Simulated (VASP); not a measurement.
# GeS (Pnma) in VASP: dielectric tensor with PBE

Aim: the dielectric tensor of GeS with PBE.

All numbers are computed with VASP 6.6.1; they aren't measurements. Logs are shortened: lines on timing, memory, paths and dates and some standing lists are left out, and cuts for length are marked.

**1. The cell of the first run**

Symmetry: Pnma, No. 62, orthorhombic system. Conventional cell: a = 10.608 Å, b = 3.608 Å, c = 4.422 Å, α = 90.00°, β = 90.00°, γ = 90.00°. Within 3.2 Å of Ge (site symmetry m) lie 3 S at 2.42 to 2.44 Å. Within 3.2 Å of S (site symmetry m) lie 3 Ge at 2.42 to 2.44 Å.

**2. Dielectric tensor, PBE**

The input, INCAR:

```
PREC     = Accurate       # precision mode
ENCUT    = 410            # plane-wave cutoff, eV
EDIFF    = 1E-8           # SCF threshold, eV
ISMEAR   = 0              # smearing method
SIGMA    = 0.01           # smearing width, eV
LREAL    = False          # projectors in reciprocal space
LASPH    = True           # aspherical terms in the spheres
NELM     = 120            # most SCF steps
ALGO     = Normal         # electronic algorithm
ISIF     = 2              # what is computed and relaxed
LWAVE    = False          # write WAVECAR
LCHARG   = False          # write CHGCAR
GGA      = PE             # functional
LEPSILON = True           # dielectric tensor by DFPT
GGA_COMPAT= False        
KPAR     = 4
```

The input, KPOINTS:

```
regular mesh
0
Gamma
  2 6 6
```

The input, POSCAR:

```
GeS
1.0
   10.6078054202      0.0000000000      0.0000000000
    0.0000000000      3.6081036216      0.0000000000
    0.0000000000      0.0000000000      4.4223352564
Ge S
4 4
Direct
    0.1250788433      0.2500000000      0.1282278303
    0.3749211567      0.7500000000      0.6282278303
    0.6250788433      0.2500000000      0.3717721697
    0.8749211567      0.7500000000      0.8717721697
    0.8472275933      0.2500000000      0.5118733973
    0.6527724067      0.7500000000      0.0118733973
    0.3472275933      0.2500000000      0.9881266027
    0.1527724067      0.7500000000      0.4881266027
```

Potentials or basis: VASP PAW PBE potentials, release 64 (Ge_d, S).

Run with:

```
cat potpaw_PBE.64/Ge_d/POTCAR potpaw_PBE.64/S/POTCAR > POTCAR
mpirun -np 4 vasp_std > vasp.out
```

OUTCAR:

```text
PREC = Accurate
   ENCUT = 410
   EDIFF = 1E-8
   ISMEAR = 0
   LREAL = False
   LASPH = True
   NELM = 120
   ISIF = 2
   GGA = PE
   LEPSILON = True

 ion  position               nearest neighbor table
   1  0.125  0.250  0.128-   8 2.42   8 2.42   7 2.44
   2  0.375  0.750  0.628-   7 2.42   7 2.42   8 2.44
   3  0.625  0.250  0.372-   6 2.42   6 2.42   5 2.44
   4  0.875  0.750  0.872-   5 2.42   5 2.42   6 2.44
   5  0.847  0.250  0.512-   4 2.42   4 2.42   3 2.44
   6  0.653  0.750  0.012-   3 2.42   3 2.42   4 2.44
   7  0.347  0.250  0.988-   2 2.42   2 2.42   1 2.44
   8  0.153  0.750  0.488-   1 2.42   1 2.42   2 2.44

  LATTYP: Found a simple orthorhombic cell.
 ALAT       =     3.6081036216
 B/A-ratio  =     1.2256674753
 C/A-ratio  =     2.9399946711

  Lattice vectors:

 A1 = (   0.0000000000,   3.6081036216,   0.0000000000)
 A2 = (   0.0000000000,   0.0000000000,   4.4223352564)
 A3 = (  10.6078054202,   0.0000000000,   0.0000000000)

Analysis of symmetry for initial positions (statically):
=====================================================================
 Subroutine PRICEL returns:
 Original cell was already a primitive cell.

 Routine SETGRP: Setting up the symmetry group for a
 simple orthorhombic supercell.

 Subroutine GETGRP returns: Found  8 space group operations
 (whereof  2 operations were pure point group operations)
 out of a pool of  8 trial point group operations.

The static configuration has the point symmetry S_2 .
 The point group associated with its full space group is D_2h.

Analysis of symmetry for dynamics (positions and initial velocities):
=====================================================================
 Subroutine PRICEL returns:
 Original cell was already a primitive cell.

 Routine SETGRP: Setting up the symmetry group for a
 simple orthorhombic supercell.

 Subroutine GETGRP returns: Found  8 space group operations
 (whereof  2 operations were pure point group operations)
 out of a pool of  8 trial point group operations.

The dynamic configuration has the point symmetry S_2 .
 The point group associated with its full space group is D_2h.

 Subroutine INISYM returns: Found  8 space group operations
 (whereof  2 operations are pure point group operations),
 and found     1 'primitive' translations

----------------------------------------------------------------------------------------

                                     Primitive cell
[... 1413 lines left out ...]

 HEAD OF MICROSCOPIC STATIC DIELECTRIC TENSOR (INDEPENDENT PARTICLE, excluding Hartree and local field effects)
 ------------------------------------------------------
          15.273260     0.000000     0.000000
           0.000000    12.565501     0.000000
           0.000000     0.000000    12.634468
 ------------------------------------------------------

 Free energy of the ion-electron system (eV)
  ---------------------------------------------------
  ---------------------------------------------------
  free energy    TOTEN  =        -6.54872319 eV

  energy without entropy =       -6.54872319

------------------------ aborting loop because EDIFF is reached ----------------------------------------

--------------------------------------- Ionic step        2  -------------------------------------------

------------------------ aborting loop because EDIFF is reached ----------------------------------------

--------------------------------------- Ionic step        3  -------------------------------------------

 Free energy of the ion-electron system (eV)
  ---------------------------------------------------
  ---------------------------------------------------
  free energy    TOTEN  =        -5.28916312 eV

  energy without entropy =       -5.28916312

------------------------ aborting loop because EDIFF is reached ----------------------------------------

 PIEZOELECTRIC TENSOR FIELD DIRECTION 3  (e Angst)
 -----------------------------------------------------------------------------
     0.00521  0.00000  0.00000           (  0.00001  0.00000  0.00000)
     0.00000  0.02305  0.00000           (  0.00000  0.00001  0.00000)
     0.00000  0.00000 -0.04122           (  0.00000  0.00000  0.00003)

 PIEZOELECTRIC TENSOR FIELD DIRECTION 3  (C/m^2)
 -----------------------------------------------------------------------------
     0.00049  0.00000  0.00000
     0.00000  0.00218  0.00000
     0.00000  0.00000 -0.00390

 MACROSCOPIC STATIC DIELECTRIC TENSOR (including local field effects in DFT)
 ------------------------------------------------------
          14.150305     0.000000     0.000000
           0.000000    11.787479     0.000000
           0.000000     0.000000    11.490265
 ------------------------------------------------------

 PIEZOELECTRIC TENSOR (including local field effects)  for field in x, y, z        (e  Angst)
          XX          YY          ZZ          XY          YZ          ZX
  --------------------------------------------------------------------------------
  x     0.00000     0.00000     0.00000     0.00000     0.00000     0.00000
  y     0.00000     0.00000     0.00000     0.00000     0.00000     0.00000
  z     0.00000     0.00000     0.00000     0.00000     0.00000     0.00000

 PIEZOELECTRIC TENSOR (including local field effects)  for field in x, y, z        (C/m^2)
          XX          YY          ZZ          XY          YZ          ZX
  --------------------------------------------------------------------------------
  x     0.00000     0.00000     0.00000     0.00000     0.00000     0.00000
  y     0.00000     0.00000     0.00000     0.00000     0.00000     0.00000
  z     0.00000     0.00000     0.00000     0.00000     0.00000     0.00000

 BORN EFFECTIVE CHARGES (including local field effects) (in |e|, cummulative output)
 ---------------------------------------------------------------------------------
 ion    1
    1     2.73202     0.00000     0.27582
    2     0.00000     2.91263     0.00000
    3    -0.83148     0.00000     2.46093
 ion    2
    1     2.73202     0.00000    -0.27582
    2     0.00000     2.91263     0.00000
    3     0.83148     0.00000     2.46093
 ion    3
    1     2.73202     0.00000    -0.27582
    2     0.00000     2.91263     0.00000
    3     0.83148     0.00000     2.46093
 ion    4
    1     2.73202     0.00000     0.27582
    2     0.00000     2.91263     0.00000
    3    -0.83148     0.00000     2.46093
 ion    5
    1    -2.73202     0.00000    -1.06783
    2     0.00000    -2.91263     0.00000
    3    -0.98433     0.00000    -2.46093
 ion    6
    1    -2.73202     0.00000     1.06783
    2     0.00000    -2.91263     0.00000
    3     0.98433     0.00000    -2.46093
 ion    7
    1    -2.73202     0.00000     1.06783
    2     0.00000    -2.91263     0.00000
    3     0.98433     0.00000    -2.46093
 ion    8
    1    -2.73202     0.00000    -1.06783
    2     0.00000    -2.91263     0.00000
    3    -0.98433     0.00000    -2.46093
```

OSZICAR:

```text
N       E                     dE             d eps       ncg     rms          rms(c)
DAV:   1     0.863242520681E+03    0.86324E+03   -0.32329E+04  3928   0.327E+03
DAV:   2     0.134589222020E+03   -0.72865E+03   -0.70048E+03  3080   0.937E+02
DAV:   3    -0.247387784004E+02   -0.15933E+03   -0.15338E+03  3640   0.220E+02
[... 12 lines left out ...]
RMM:  11    -0.528916022660E+01   -0.90132E-04   -0.39775E-04  6444   0.504E-03    0.107E-03
RMM:  12    -0.528915473096E+01    0.54956E-05    0.42213E-05  6301   0.155E-03    0.686E-04
RMM:  13    -0.528915920388E+01   -0.44729E-05   -0.97911E-06  6464   0.688E-04    0.116E-04
RMM:  14    -0.528916092969E+01   -0.17258E-05   -0.13491E-05  6568   0.389E-04    0.385E-05
RMM:  15    -0.528916387393E+01   -0.29442E-05   -0.75052E-06  4704   0.291E-04    0.179E-05
RMM:  16    -0.528916311536E+01    0.75858E-06   -0.74375E-06  2933   0.272E-04    0.403E-06
```

Run time: 15 min. Hardware: 4 MPI ranks of Oxide Virtual Turin-like, shared host; peak memory 0.57 GiB.

What came out:

| Quantity | Value |
| --- | --- |
| Band gap on the k mesh | 1.10 eV |
| Electronic dielectric tensor (diagonal) | 14.15, 11.79, 11.49 |
| Born charges (mean of the diagonal) | Ge +2.70; S -2.70 e |

Levels at points of the mesh, in eV from the valence-band top:
```csv
k point,band 36,band 37,band 38,band 39,band 40,band 41,band 42,band 43,band 44,band 45
"(0.00, 0.00, 0.00)",-2.20,-1.78,-1.00,-0.93,0.00,1.10,2.30,2.60,2.91,2.99
"(0.50, 0.00, 0.00)",-2.11,-1.97,-1.97,-0.45,-0.45,2.20,2.20,2.45,2.45,3.64
"(0.00, 0.50, 0.00)",-2.46,-1.68,-1.68,-1.31,-1.31,1.37,1.37,1.49,1.49,2.39
"(0.50, 0.50, 0.00)",-2.66,-1.66,-1.66,-1.66,-1.66,1.66,1.66,1.66,1.66,2.60
"(0.00, 0.00, 0.50)",-1.88,-1.18,-1.18,-0.35,-0.35,1.71,1.71,2.48,2.48,2.91
"(0.50, 0.00, 0.50)",-2.37,-0.99,-0.99,-0.37,-0.37,1.71,1.71,2.30,2.30,3.11
"(0.00, 0.50, 0.50)",-3.77,-2.09,-2.09,-1.44,-1.44,3.03,3.03,3.05,3.05,4.62
"(0.50, 0.50, 0.50)",-4.25,-1.49,-1.49,-1.49,-1.49,2.74,2.74,2.74,2.74,4.50
```

Electronic dielectric tensor:
```
14.15  0.00  0.00
 0.00 11.79  0.00
 0.00  0.00 11.49
```

Born effective charge tensors (e):
atom 1, Ge
```
 2.73  0.00  0.28
 0.00  2.91  0.00
-0.83  0.00  2.46
```
atom 2, Ge
```
 2.73  0.00 -0.28
 0.00  2.91  0.00
 0.83  0.00  2.46
```
atom 3, Ge
```
 2.73  0.00 -0.28
 0.00  2.91  0.00
 0.83  0.00  2.46
```
atom 4, Ge
```
 2.73  0.00  0.28
 0.00  2.91  0.00
-0.83  0.00  2.46
```
atom 5, S
```
-2.73  0.00 -1.07
 0.00 -2.91  0.00
-0.98  0.00 -2.46
```
atom 6, S
```
-2.73  0.00  1.07
 0.00 -2.91  0.00
 0.98  0.00 -2.46
```
atom 7, S
```
-2.73  0.00  1.07
 0.00 -2.91  0.00
 0.98  0.00 -2.46
```
atom 8, S
```
-2.73  0.00 -1.07
 0.00 -2.91  0.00
-0.98  0.00 -2.46
```

A k mesh can miss the band edges.
